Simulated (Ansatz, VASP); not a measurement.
# One calculation of ZnAu, two programs

```
Zn Au
1.0
     3.14700    0.00000    0.00000
     0.00000    3.14700    0.00000
     0.00000    0.00000    3.14700
Zn Au
1 1
Direct
  0.50000 0.50000 0.50000
  0.00000 0.00000 0.00000
```

Alike in both runs: task electric field gradients; functional PBE; k mesh 12 × 12 × 12; occupations fermi-dirac, width 0.05 eV; no spin polarisation.

|  | VASP | Ansatz |
| --- | --- | --- |
| version | VASP 6.6.1 | Ansatz 0.2.0 |
| potentials or method | VASP PAW PBE potentials, release 64 (Zn, Au), cutoff 520 eV | all-electron PAW with datasets made for the crystal, scalar-relativistic |

```tsv
	VASP	Ansatz	Ansatz less VASP
pressure (GPa)	5.0	4.9	-0.13
```

Ansatz ran all-electron here, and VASP with PAW potentials.

Spin-orbit coupling is off throughout.
